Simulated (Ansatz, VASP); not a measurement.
One calculation of ZnSe2, two programs

```
Zn Se
1.0
    -2.66835    2.66835    4.38543
     2.66835   -2.66835    4.38543
     2.66835    2.66835   -4.38543
Zn Se
2 4
Direct
  0.00000 0.00000 0.00000
  0.75000 0.25000 0.50000
  0.37500 0.45132 0.57632
  0.20132 0.62500 0.07632
  0.54868 0.12500 0.92368
  0.87500 0.79868 0.42368
```

Alike in both runs: task single point; functional r2SCAN; dispersion rVV10; k mesh 8 × 8 × 8; occupations fermi-dirac, width 0.03 eV; no spin polarisation.

|  | VASP | Ansatz |
| --- | --- | --- |
| version | VASP 6.6.1 | Ansatz 0.2.0 |
| potentials or method | VASP PAW PBE potentials, release 64 (Zn, Se) | plane waves, PAW |
| plane-wave cutoff (eV) | 520 | 500 |
| valence electrons in the cell | 48 | 88 |

|  | VASP | Ansatz | Ansatz less VASP |
| --- | --- | --- | --- |
| pressure (GPa) | 0.3 | 0.0 | -0.26 |
| traceless stress, the component that is largest in VASP (GPa) | -0.19 | -0.14 | +0.054 |
| rms of the force components (eV/Å) | 0.027 | 0.017 | -0.0103 |

VASP's potentials were made for PBE, not for r2SCAN. Atom by atom the forces differ by 0.010 eV/Å (rms over components). VASP's potentials hold 48 valence electrons a cell and Ansatz's 88, so a difference there can come from the potentials and not from the codes.
